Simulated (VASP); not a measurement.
# Ti4S in VASP: a series of runs

Runs on Ti4S. Level: PBE. Tasks: single point.

All numbers are computed with VASP 6.6.1; they aren't measurements. Logs are shortened: lines on timing, memory, paths and dates and some standing lists are left out, and cuts for length are marked.

**1. The cell of the first run**

The cell holds a slab with vacuum, 5 atoms: a = 2.908 Å, b = 4.112 Å, c = 19.654 Å, α = 90.00°, β = 90.00°, γ = 90.00°.

**2. Single point, PBE**

File INCAR:

```
ALGO = Normal
DIPOL = 0.5 0.5 0.348
EDIFF = 1E-6
ENCUT = 520
GGA = PE
IDIPOL = 3
ISIF = 2
ISMEAR = 0
LASPH = True
LCHARG = False
LDIPOL = True
LREAL = False
LWAVE = False
NBANDS = 35
NELM = 100
PREC = Accurate
SIGMA = 0.1
```

File KPOINTS:

```
k-points
0
Gamma
  9 7 1
```

File POSCAR:

```
Ti4S
1.0
    2.9075446931      0.0000000000      0.0000000000
    0.0000000000      4.1118891382      0.0000000000
    0.0000000000      0.0000000000     19.6535692527
Ti S
4 1
Direct
    0.5000000000      0.5000000000      0.2035253723
    0.0000000000      0.0000000000      0.2774952618
    0.5000000000      0.5000000000      0.3439484692
    0.0000000000      0.0000000000      0.4148645545
    0.5000000000      0.1000000000      0.5002665980
```

Potentials or basis: VASP PAW PBE potentials, release 64 (Ti_sv, S).

On the command line:

```console
$ cat potpaw_PBE.64/Ti_sv/POTCAR potpaw_PBE.64/S/POTCAR > POTCAR
$ mpirun -np 1 vasp_std > vasp.out
```

OUTCAR:

```text
EDIFF = 1E-6
   ENCUT = 520
   GGA = PE
   ISIF = 2
   ISMEAR = 0
   LASPH = True
   LREAL = False
   NELM = 100
   PREC = Accurate

 ion  position               nearest neighbor table
   1  0.500  0.500  0.204-   3 2.76   2 2.91   2 2.91   2 2.91   2 2.91
   2  0.000  0.000  0.277-   4 2.70   3 2.84   3 2.84   3 2.84   3 2.84   1 2.91   1 2.91   1 2.91
                             1 2.91
   3  0.500  0.500  0.344-   1 2.76   2 2.84   2 2.84   2 2.84   2 2.84   4 2.88   4 2.88   4 2.88
                             4 2.88
   4  0.000  0.000  0.415-   5 2.26   5 2.26   2 2.70   3 2.88   3 2.88   3 2.88   3 2.88
   5  0.500  0.100  0.500-   4 2.26   4 2.26

  LATTYP: Found a simple orthorhombic cell.
 ALAT       =     2.9075446931
 B/A-ratio  =     1.4142135624
 C/A-ratio  =     6.7595071881

  Lattice vectors:

 A1 = (   2.9075446931,   0.0000000000,   0.0000000000)
 A2 = (   0.0000000000,   4.1118891382,   0.0000000000)
 A3 = (   0.0000000000,   0.0000000000,  19.6535692527)

Analysis of symmetry for initial positions (statically):
=====================================================================
 Subroutine PRICEL returns:
 Original cell was already a primitive cell.

 Routine SETGRP: Setting up the symmetry group for a
 simple orthorhombic supercell.

 Subroutine GETGRP returns: Found  2 space group operations
 (whereof  2 operations were pure point group operations)
 out of a pool of  8 trial point group operations.

The static configuration has the point symmetry C_1h.

Analysis of symmetry for dynamics (positions and initial velocities):
=====================================================================
 Subroutine PRICEL returns:
 Original cell was already a primitive cell.

 Routine SETGRP: Setting up the symmetry group for a
 simple orthorhombic supercell.

 Subroutine GETGRP returns: Found  2 space group operations
 (whereof  2 operations were pure point group operations)
 out of a pool of  8 trial point group operations.

The dynamic configuration has the point symmetry C_1h.

 Subroutine INISYM returns: Found  2 space group operations
 (whereof  2 operations are pure point group operations),
 and found     1 'primitive' translations

----------------------------------------------------------------------------------------

                                     Primitive cell

  volume of cell :     234.9683

  direct lattice vectors                    reciprocal lattice vectors
     2.907544693  0.000000000  0.000000000     0.343932804  0.000000000  0.000000000
     0.000000000  4.111889138  0.000000000     0.000000000  0.243197218  0.000000000
     0.000000000  0.000000000 19.653569253     0.000000000  0.000000000  0.050881343

  length of vectors
     2.907544693  4.111889138 19.653569253     0.343932804  0.243197218  0.050881343

  position of ions in fractional coordinates (direct lattice)
     0.500000000  0.500000000  0.203525372
     0.000000000  0.000000000  0.277495262
     0.500000000  0.500000000  0.343948469
     0.000000000  0.000000000  0.414864554
     0.500000000  0.100000000  0.500266598

  ion indices of the primitive-cell ions
   primitive index   ion index
                 1           1
                 2           2
                 3           3
                 4           4
                 5           5

----------------------------------------------------------------------------------------

 KPOINTS: k-points

Automatic generation of k-mesh.
 Grid dimensions read from file:
 generate k-points for:    9    7    1

 Generating k-lattice:

  Cartesian coordinates                     Fractional coordinates (reciprocal lattice)
     0.038214756  0.000000000  0.000000000     0.111111111  0.000000000  0.000000000
     0.000000000  0.034742460  0.000000000     0.000000000  0.142857143  0.000000000
     0.000000000  0.000000000  0.050881343     0.000000000  0.000000000  1.000000000

  Length of vectors
     0.038214756  0.034742460  0.050881343

  Shift w.r.t. Gamma in fractional coordinates (k-lattice)
     0.000000000  0.000000000  0.000000000

 Subroutine IBZKPT returns following result:
 ===========================================

 Found     20 irreducible k-points:

 Following reciprocal coordinates:
            Coordinates               Weight
  0.000000  0.000000  0.000000      1.000000
  0.111111  0.000000  0.000000      2.000000
  0.222222  0.000000  0.000000      2.000000
  0.333333  0.000000  0.000000      2.000000
  0.444444  0.000000  0.000000      2.000000
  0.000000  0.142857  0.000000      2.000000
[... 12 lines left out ...]
  0.333333  0.428571  0.000000      4.000000
  0.444444  0.428571  0.000000      4.000000
   k-points           NKPTS =     20   k-points in BZ     NKDIM =     20   number of bands    NBANDS=     35
   number of dos      NEDOS =    301   number of ions     NIONS =      5
   total plane-waves  NPLWV = 115200
   dimension x,y,z NGX =    24 NGY =   32 NGZ =  150
   dimension x,y,z NGXF=    48 NGYF=   64 NGZF=  300
   ions per type =               4   1
   NGX,Y,Z   is equivalent  to a cutoff of  13.72, 12.94, 12.69 a.u.
   NGXF,Y,Z  is equivalent  to a cutoff of  27.45, 25.88, 25.38 a.u.
 SYSTEM =  unknown system
   PREC   = accura    normal or accurate (medium, high low for compatibility)
   ISTART =      0    job   : 0-new  1-cont  2-samecut
   ICHARG =      2    charge: 1-file 2-atom 10-const
   ISPIN  =      1    spin polarized calculation?
   LNONCOLLINEAR =      F non collinear calculations
   LSORBIT =      F    spin-orbit coupling
   LASPH  =      T    aspherical Exc in radial PAW
   ENCUT  =  520.0 eV  38.22 Ry    6.18 a.u.   5.41  7.65 36.54*2*pi/ulx,y,z
   NELM   =    100;   NELMIN=  2; NELMDL= -5     # of ELM steps
   EDIFF  = 0.1E-05   stopping-criterion for ELM
   LREAL  =      F    real-space projection
   EDIFFG = 0.1E-04   stopping-criterion for IOM
   NSW    =      0    number of steps for IOM
   IBRION =     -1    ionic relax: 0-MD 1-quasi-New 2-CG
   NFREE  =      0    steps in history (QN), initial steepest desc. (CG)
   ISIF   =      2    stress and relaxation
   ISYM   =      2    0-nonsym 1-usesym 2-fastsym
   POTIM  = 0.5000    time-step for ionic-motion
   TEBEG  =    0.0;   TEEND  =   0.0 temperature during run
   PSTRESS=    0.0 pullay stress
   NELECT =      54.0000    total number of electrons
   NUPDOWN=      -1.0000    fix difference up-down
   EMIN   =  10.00;   EMAX   =-10.00  energy-range for DOS
   EFERMI =   0.00;   METHOD = LEGACY
   ISMEAR =     0;   SIGMA  =   0.10  broadening in eV -4-tet -1-fermi 0-gaus
   EFERMI_NEDOS =   21; number of points for ismear=-14 and -15
   IALGO  =     38    algorithm
   IMIX   =      4    mixing-type and parameters
     AMIX     =   0.40;   BMIX     =  1.00
     AMIX_MAG =   1.60;   BMIX_MAG =  1.00
  volume/ion in A,a.u.               =      46.99       317.13
  Fermi-wavevector in a.u.,A,eV,Ry     =   1.002774  1.894968 13.681412  1.005555
  Thomas-Fermi vector in A             =   2.135283
   LORBIT       =      0    0 simple, 1 ext, 2 COOP (PROOUT), +10 PAW based schemes
   GGA     = PE    functional components
   LHFCALC =     F    Hartree Fock is set to
   AEXX    =    0.0000 exact exchange contribution
   IVDW    =     0    specifies the selected vdW correction
   LEPSILON=     F    determine dielectric tensor
   LRPA    =     F    only Hartree local field effects (RPA)
 non-spin polarized calculation
 Gauss-broadening in eV      SIGMA  =   0.10
  energy-cutoff  :      520.00
  volume of cell :      234.97
 maximum number of plane-waves:      6369
 NGX is ok and might be reduce to    24
   NGX = 11   NGY = 15   NGZ = 73

 dipolmoment           0.000000      0.000000     -0.163930 electrons x Angstroem

 number of electron      54.0000015 magnetization

 dipolmoment           0.000000      0.000000      0.159548 electrons x Angstroem

 Free energy of the ion-electron system (eV)
  ---------------------------------------------------
  ext. energy  EPLUGINS =         0.00000000
  ---------------------------------------------------
  free energy    TOTEN  =       -34.32141094 eV

  energy without entropy =      -34.29259601  energy(sigma->0) =      -34.30700347

 E-fermi :   0.0409     XC(G=0):  -5.1030

 val. band max:        0.0191582065   @ k =   0.3333   0.0000   0.0000
 cond. band min:       0.0704407766   @ k =   0.1111   0.2857   0.0000
 fundamental gap:      0.0512825701
 Fermi energy:         0.0408682704

 k-point     1 :       0.0000    0.0000    0.0000
  band No.  band energies     occupation
      1     -56.9811      2.00000
      2     -56.6384      2.00000
      3     -56.5545      2.00000
      4     -56.4748      2.00000
      5     -33.3997      2.00000
      6     -33.2974      2.00000
[... 27 lines left out ...]
     34       1.7285      0.00000
     35       1.8739      0.00000

 k-point     2 :       0.1111    0.0000    0.0000
  band No.  band energies     occupation
      1     -56.9760      2.00000
      2     -56.6304      2.00000
      3     -56.5498      2.00000
      4     -56.4737      2.00000
      5     -33.3967      2.00000
      6     -33.2846      2.00000
[... 27 lines left out ...]
     34       1.8646      0.00000
     35       1.9037      0.00000

 k-point     3 :       0.2222    0.0000    0.0000
  band No.  band energies     occupation
      1     -56.9630      2.00000
      2     -56.6091      2.00000
      3     -56.5380      2.00000
      4     -56.4716      2.00000
      5     -33.3906      2.00000
      6     -33.2524      2.00000
[... 27 lines left out ...]
     34       1.8105      0.00000
     35       2.0305      0.00000

 k-point     4 :       0.3333    0.0000    0.0000
  band No.  band energies     occupation
      1     -56.9481      2.00000
      2     -56.5828      2.00000
      3     -56.5244      2.00000
      4     -56.4713      2.00000
      5     -33.3875      2.00000
      6     -33.2166      2.00000
[... 27 lines left out ...]
     34       1.9596      0.00000
     35       2.3047      0.00000

 k-point     5 :       0.4444    0.0000    0.0000
  band No.  band energies     occupation
      1     -56.9384      2.00000
      2     -56.5636      2.00000
      3     -56.5154      2.00000
      4     -56.4733      2.00000
      5     -33.3888      2.00000
      6     -33.2794      2.00000
[... 486 lines left out ...]
 k-point    18 :       0.2222    0.4286    0.0000
  band No.  band energies     occupation
      1     -56.9603      2.00000
      2     -56.5871      2.00000
      3     -56.5379      2.00000
      4     -56.4955      2.00000
      5     -33.4098      2.00000
      6     -33.2610      2.00000
[... 27 lines left out ...]
     34       1.5855      0.00000
     35       1.7027      0.00000

 k-point    19 :       0.3333    0.4286    0.0000
  band No.  band energies     occupation
      1     -56.9468      2.00000
      2     -56.5718      2.00000
      3     -56.5241      2.00000
      4     -56.4828      2.00000
      5     -33.3812      2.00000
      6     -33.2581      2.00000
[... 27 lines left out ...]
     34       1.6859      0.00000
     35       2.0905      0.00000

 k-point    20 :       0.4444    0.4286    0.0000
  band No.  band energies     occupation
      1     -56.9379      2.00000
      2     -56.5617      2.00000
      3     -56.5150      2.00000
      4     -56.4745      2.00000
      5     -33.3614      2.00000
      6     -33.3034      2.00000
[... 27 lines left out ...]
     34       1.8672      0.00000
     35       2.0513      0.00000

------------------------ aborting loop because EDIFF is reached ----------------------------------------

 vacuum level on the upper side and lower side of the slab       (xc-potential included)         1.072        -1.305

  FORCE on cell =-STRESS in cart. coord.  units (eV):
  Direction    XX          YY          ZZ          XY          YZ          ZX
  --------------------------------------------------------------------------------------
  -------------------------------------------------------------------------------------
  Total        5.9557789     -1.5981959      0.2691003      0.0000000      0.2477418      0.0000000
  in kB       40.6106478    -10.8976127      1.8349130      0.0000000      1.6892762      0.0000000
  external PRESSURE =      10.5159827 kB  Pullay stress =       0.0000000 kB

 VOLUME and BASIS-vectors are now :
 -----------------------------------------------------------------------------
  energy-cutoff  :      520.00
  volume of cell :      234.97
      direct lattice vectors                 reciprocal lattice vectors
     2.907544693  0.000000000  0.000000000     0.343932804  0.000000000  0.000000000
     0.000000000  4.111889138  0.000000000     0.000000000  0.243197218  0.000000000
     0.000000000  0.000000000 19.653569253     0.000000000  0.000000000  0.050881343

 POSITION                                       TOTAL-FORCE (eV/Angst)
 -----------------------------------------------------------------------------------
      1.45377      2.05594      4.00000         0.000000      0.059914      0.303216
      0.00000      0.00000      5.45377         0.000000     -0.069887     -0.136879
      1.45377      2.05594      6.75982         0.000000      0.042828     -0.857709
      0.00000      0.00000      8.15357         0.000000     -0.252019      0.700816
      1.45377      0.41119      9.83202         0.000000      0.219163     -0.009443
 -----------------------------------------------------------------------------------
    total drift:                                0.000000      0.000089      0.001125

  FREE ENERGIE OF THE ION-ELECTRON SYSTEM (eV)
  ---------------------------------------------------
  free  energy   TOTEN  =       -34.3214109383 eV

  energy  without entropy=      -34.2925960104  energy(sigma->0) =      -34.30700347

 vacuum level on the upper side and lower side of the slab         5.742         3.258
```

Wall time 3.9 min (1 thread of Intel Xeon 6975P-C (Granite Rapids), shared host); peak memory 0.39 GiB.

Results:

| Quantity | Value |
| --- | --- |
| Free energy | -34.3214 eV |
| Largest force | 0.859 eV/Å |
| Band gap on the k mesh | zero (band 27 reaches 0.10 eV, above the bottom of band 28 at -0.07 eV) |

Forces in eV/Å, atoms in the order of the input:
```
Ti   0.000  0.060  0.303
Ti   0.000 -0.070 -0.137
Ti   0.000  0.043 -0.858
Ti   0.000 -0.252  0.701
S    0.000  0.219 -0.009
```

**3. Single point, PBE**

File INCAR:

```
SYSTEM = Ti4S
PREC = Accurate
ENCUT = 520
EDIFF = 1E-7
ISMEAR = 0
SIGMA = 0.1
LREAL = .False.
LASPH = .True.
NELM = 100
ALGO = Normal
ISIF = 2
LWAVE = .False.
LCHARG = .True.
LDIPOL = .True.
IDIPOL = 3
DIPOL = 0.5 0.5 0.341
GGA = PE
LELF = .True.
LVHAR = .True.
LVACPOTAV = .True.
NBANDS = 35
```

File KPOINTS:

```
regular mesh
0
Gamma
  9 7 1
  0 0 0
```

Changes to POSCAR since step 2:

```diff
@@ -12,2 +12,2 @@
     0.0000000000      0.0000000000      0.4148645545
-    0.5000000000      0.1000000000      0.5002665980
+    0.1666666667      0.5000000000      0.4634786635
```

Potentials or basis: VASP PAW PBE potentials, release 64 (Ti_sv, S).

On the command line:

```console
$ cat potpaw_PBE.64/Ti_sv/POTCAR potpaw_PBE.64/S/POTCAR > POTCAR
$ mpirun -np 1 vasp_std > vasp.out
```

Run time: 4.5 min. Hardware: 1 thread of Intel Xeon 6975P-C (Granite Rapids), shared host; peak memory 0.39 GiB.

The run converged. Its results:

```
Free energy            : -35.1105 eV
Largest force          : 0.536 eV/Å
Band gap on the k mesh : zero (band 27 reaches 0.98 eV, above the bottom of band 28 at 0.43 eV)
```

Forces in eV/Å, atoms in the order of the input:
```
Ti   0.009  0.000  0.223
Ti  -0.091  0.000 -0.529
Ti   0.145  0.000  0.070
Ti  -0.166  0.000  0.224
S    0.102  0.000  0.012
```

Levels at points of the mesh, in eV from the Fermi level:
| k point | band 24 | band 25 | band 26 | band 27 | band 28 | band 29 | band 30 | band 31 |
| --- | --- | --- | --- | --- | --- | --- | --- | --- |
| (0.00, 0.00, 0.00) | -1.40 | -0.41 | 0.00 | 0.27 | 0.32 | 0.60 | 0.62 | 0.84 |

**4. Single point, PBE**

File INCAR:

```
PREC     = Accurate       # precision mode
ENCUT    = 520            # plane-wave cutoff, eV
EDIFF    = 1E-6           # SCF threshold, eV
ISMEAR   = 0              # smearing method
SIGMA    = 0.1            # smearing width, eV
LREAL    = False          # projectors in reciprocal space
LASPH    = True           # aspherical terms in the spheres
NELM     = 100            # most SCF steps
ALGO     = Normal         # electronic algorithm
ISIF     = 2              # what is computed and relaxed
LWAVE    = False          # write WAVECAR
LCHARG   = False          # write CHGCAR
LDIPOL   = True         
IDIPOL   = 3            
DIPOL    = 0.5 0.5 0.343
GGA      = PE             # functional
NBANDS   = 35             # bands
```

File KPOINTS:

```
regular mesh
0
Gamma
  9 7 1
```

Changes to POSCAR since step 3:

```diff
@@ -12,2 +12,2 @@
     0.0000000000      0.0000000000      0.4148645545
-    0.1666666667      0.5000000000      0.4634786635
+    0.5000000000      0.3000000000      0.4775869405
```

On the command line:

```console
$ cat potpaw_PBE.64/Ti_sv/POTCAR potpaw_PBE.64/S/POTCAR > POTCAR
$ mpirun -np 1 vasp_std > vasp.out
```

Wall time 3.5 min (1 thread of Intel Xeon 6975P-C (Granite Rapids), shared host); peak memory 0.39 GiB.

The run converged. Its results:

- Free energy: -34.8483 eV
- Largest force: 1.284 eV/Å
- Band gap on the k mesh: zero (band 27 reaches 0.37 eV, above the bottom of band 28 at 0.08 eV)

Forces on the atoms (eV/Å):
```
Ti   0.000 -0.007  0.227
Ti   0.000 -0.040 -0.338
Ti   0.000 -0.308 -0.287
Ti   0.000 -0.928  0.394
S    0.000  1.284  0.004
```

Levels at points of the mesh, in eV from the Fermi level:
| k point | band 24 | band 25 | band 26 | band 27 | band 28 | band 29 | band 30 | band 31 |
| --- | --- | --- | --- | --- | --- | --- | --- | --- |
| (0.00, 0.00, 0.00) | -0.73 | -0.60 | -0.26 | 0.04 | 0.33 | 0.62 | 0.73 | 1.06 |
